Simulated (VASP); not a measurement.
A run of VASP 6.6.1 is set up as follows.

The input INCAR:

```
ALGO = Normal
EDIFF = 1E-6
EDIFFG = -0.01
ENCUT = 600
GGA = PE
IBRION = 2
ISIF = 3
ISMEAR = 0
LASPH = True
LCHARG = False
LREAL = False
LWAVE = False
NELM = 60
NSW = 100
PREC = Accurate
SIGMA = 0.1
```

Contents of KPOINTS:

```
k-points
0
Gamma
  6 6 8
```

File POSCAR:

```
Na3Ti2O
1.0
    6.6866179556      0.0000000000      0.0000000000
   -3.3433089778      5.7907810149      0.0000000000
    0.0000000000      0.0000000000      5.7259847086
Na Ti O
3 2 1
Direct
    0.5000000000      0.0000000000      0.0000000000
    0.0000000000      0.5000000000      0.0000000000
    0.5000000000      0.5000000000      0.0000000000
    0.0000000000      0.0000000000      0.1812226093
    0.0000000000      0.0000000000      0.8187773907
    0.0000000000      0.0000000000      0.5000000000
```

Potentials or basis: VASP PAW PBE potentials, release 64 (Na_pv, Ti_sv, O).

The run is started by

```bash
$ cat potpaw_PBE.64/Na_pv/POTCAR potpaw_PBE.64/Ti_sv/POTCAR potpaw_PBE.64/O/POTCAR > POTCAR
$ mpirun -np 1 vasp_std > vasp.out
```

Question: Estimate the space group after relaxing (to 0.1 Å).

Answer: P6/mmm (No. 191).

Question: What does it give for the relaxed volume?

Answer: 36.98 Å³/atom.

Question: What does it give for the band gap on the k mesh?

Answer: Zero (an odd number of electrons rules out a gap without spin polarisation).

Forces on the atoms (eV/Å):
```
Na   0.000  0.000  0.000
Na   0.000  0.000  0.000
Na   0.000  0.000  0.000
Ti   0.000  0.000 -0.008
Ti   0.000  0.000  0.008
O    0.000  0.000  0.000
```
